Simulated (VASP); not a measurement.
Input of a VASP 6.6.1 run:

File POSCAR:

```
Zn
1.0
   -1.5690370000      1.5690370000      1.5690370000
    1.5690370000     -1.5690370000      1.5690370000
    1.5690370000      1.5690370000     -1.5690370000
Zn
1
Direct
    0.0000000000      0.0000000000      0.0000000000
```

File INCAR.step1:

```
SYSTEM = Zn
PREC = Accurate ; ENCUT = 520
EDIFF = 1E-5 ; ISMEAR = -1
SIGMA = 0.05 ; LREAL = .FALSE.
LASPH = .TRUE. ; NELM = 60
ALGO = Normal ; ISIF = 2
LWAVE = .TRUE. ; LCHARG = .FALSE.
GGA = PE ; NBANDS = 12
```

Contents of INCAR.step2:

```
SYSTEM = Zn
PREC = Accurate ; ENCUT = 520
EDIFF = 1E-7 ; ISMEAR = -1
SIGMA = 0.05 ; LREAL = .FALSE.
LASPH = .TRUE. ; NELM = 60
ALGO = Normal ; ISIF = 2
LWAVE = .FALSE. ; LCHARG = .FALSE.
GGA = PE ; LHFCALC = .TRUE.
AEXX = 0.25 ; PRECFOCK = Normal
ISTART = 1 ; NBANDS = 12
```

Contents of KPOINTS:

```
Automatic mesh
0
G
  6 6 6
  0 0 0
```

Potentials or basis: VASP PAW PBE potentials, release 64 (Zn).

Launch:

```console
$ cat potpaw_PBE.64/Zn/POTCAR > POTCAR
$ cp INCAR.step1 INCAR
$ mpirun -np 1 vasp_std > vasp.out
$ cp INCAR.step2 INCAR
$ mpirun -np 1 vasp_std > vasp.out
```

Problem. Estimate the pressure.

Solution. -0.1 GPa.

Problem. Predict the band gap on the k mesh.

Solution. Zero (band 6 reaches 8.21 eV, above the bottom of band 7 at 1.68 eV).

Caveat: the k points lie up to 0.47 Å⁻¹ apart; the PAW data sets were made with another functional, which shifts forces and pressure a little.
